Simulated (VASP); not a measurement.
InSb, 2 atoms in the cell. It takes space group F-43m (No. 216, cubic). The conventional cell has a = 6.521 Å, b = 6.521 Å, c = 6.521 Å, α = 90.00°, β = 90.00°, γ = 90.00°. In (site symmetry -43m) has 4 Sb at 2.82 Å within 3.7 Å. Within 3.7 Å of Sb (site symmetry -43m) lie 4 In at 2.82 Å. 

```yaml
Program: VASP 6.6.1
Task: single point
Functional: PBEsol
Potentials_or_basis: VASP PAW PBE potentials, release 64 (In_d, Sb)
Cutoff: 520 eV
k_mesh: 8 × 8 × 8
Occupations: gaussian, width 0.1 eV
Spin: non-collinear spin, zero start, spin-orbit coupling
Starting_moments: "[[0.0, 0.0, 0.0], [0.0, 0.0, 0.0]] μB"
Dipole_correction: no
Further_INCAR_settings: ALGO = Normal; EDIFF = 1e-07; NBANDS = 30
```

Potentials or basis: VASP PAW PBE potentials, release 64 (In_d, Sb).

Launch:

```console
$ cat potpaw_PBE.64/In_d/POTCAR potpaw_PBE.64/Sb/POTCAR > POTCAR
$ mpirun -np 1 vasp_ncl > vasp.out
```

Hardware: 1 thread of Intel(R) Xeon(R) 6975P-C (Granite Rapids), on a shared host.

Problem. Estimate the wall time of this run.

Solution. Wall time 2.1 min on 1 thread of Intel(R) Xeon(R) 6975P-C (Granite Rapids), on a shared host, peak memory 0.45 GiB. Counts: scf iterations 15, k points 43.
